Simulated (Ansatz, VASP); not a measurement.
## Sn in VASP and in Ansatz

Contents of INCAR:

```
  PREC = Accurate
  ENCUT = 500
  EDIFF = 1E-6
  ISMEAR = -1
  SIGMA = 0.1
  LREAL = False
  LASPH = True
  NELM = 120
  ALGO = Normal
  ISIF = 2
  LWAVE = False
  LCHARG = True
  LELF = True
  LVHAR = True
  NBANDS = 13
  GGA_COMPAT = False
```

The input KPOINTS:

```
regular mesh
0
Gamma
  12 12 12
```

POSCAR

```
Sn
1.0
    3.2816330257     -0.0000000182     -0.0000000315
   -1.0938776581      3.0939532938     -0.0000000315
   -1.0938776581     -1.5469766015      2.6794421768
Sn
1
Direct
    0.0000000000      0.0000000000      0.0000000000
```

Input for Ansatz:

```yaml
crystal:
  lattice:
    a: 3.281633
    b: 3.281633
    c: 3.281633
    alpha: 109.47122
    beta: 109.47122
    gamma: 109.47122
  atoms:
    - { symbol: Sn, position: [0.0, 0.0, 0.0] }
basis:
  ecutwfc: 450.0
kpoints:
  mp_grid:
    grid: [12, 12, 12]
hamiltonian:
  xc: lda
  pseudopotentials:
    kind: paw
scf:
  occupations:
    method: fermi_dirac
    width: 0.1
output:
  stress: true
```

Alike in both runs: task single point; functional LDA; k mesh 12 × 12 × 12; occupations fermi-dirac, width 0.1 eV; no spin polarisation.

```csv
,VASP,Ansatz
version,VASP 6.6.1,Ansatz 0.2.0
potentials or method,"VASP PAW LDA potentials, release 64 (Sn_d), cutoff 500 eV","plane waves, PAW"
valence electrons in the cell,14,14
```

VASP gave:

- pressure (GPa): -3.5

Which values does Ansatz return?

Pressure (GPa): -3.4.

LDA's correlation is that of Perdew and Zunger in VASP and of Perdew and Wang (1992) in Ansatz.
